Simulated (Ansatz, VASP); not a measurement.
Two plane-wave programs on Ag

```xyz
3
Lattice="4.6760 0.0000 0.0000 -2.3380 4.0495 0.0000 0.0000 0.0000 2.7980" Properties=species:S:1:pos:R:3 pbc="T T T"
Ag   -2.3380    4.0495    0.0000
Ag    0.0000    2.6997    1.3990
Ag    2.3380    1.3498    1.3990
```

Alike in both runs: functional r2SCAN; k mesh 8 × 8 × 11; occupations fermi-dirac, width 0.1 eV; no spin polarisation.

Ansatz relaxed the structure, and its values are those at the end. VASP's run is a single point on that final structure, the one shown.

|  | VASP | Ansatz |
| --- | --- | --- |
| version | VASP 6.6.1 | Ansatz 0.2.0 |
| potentials or method | VASP PAW PBE potentials, release 64 (Ag), cutoff 520 eV | plane waves (500 eV) with PAW, scalar-relativistic |
| valence electrons in the cell | 33 | 57 |

|  | VASP | Ansatz | Ansatz less VASP |
| --- | --- | --- | --- |
| pressure (GPa) | 0.2 | 0.0 | -0.14 |

VASP's potentials were made for PBE, not for r2SCAN. VASP's potentials hold 33 valence electrons a cell and Ansatz's 57, so a difference there can come from the potentials and not from the codes.
